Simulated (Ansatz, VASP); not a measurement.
## GaAs: VASP beside Ansatz

```
CELL_PARAMETERS angstrom
0.00000 2.80446 2.80446
2.80446 0.00000 2.80446
2.80446 2.80446 0.00000
ATOMIC_POSITIONS crystal
Ga 0.00000 0.00000 0.00000
As 0.25000 0.25000 0.25000
```

Alike in both runs: task single point; functional r2SCAN; k mesh 6 × 6 × 6; no spin polarisation.

```csv
,VASP,Ansatz
version,VASP 6.6.1,Ansatz 0.2.0
potentials or method,"VASP PAW PBE potentials, release 64 (Ga_d, As)","plane waves, PAW"
plane-wave cutoff (eV),520,500
occupations,"gaussian, width 0.01 eV",fixed
valence electrons in the cell,18,28
```

```csv
,VASP,Ansatz,Ansatz less VASP
gap on the k mesh at the Fermi level (eV),1.19,1.21,+0.020
pressure (GPa),2.5,2.4,-0.14
```

VASP's potentials were made for PBE, not for r2SCAN. VASP's potentials hold 18 valence electrons a cell and Ansatz's 28, so a difference there can come from the potentials and not from the codes.
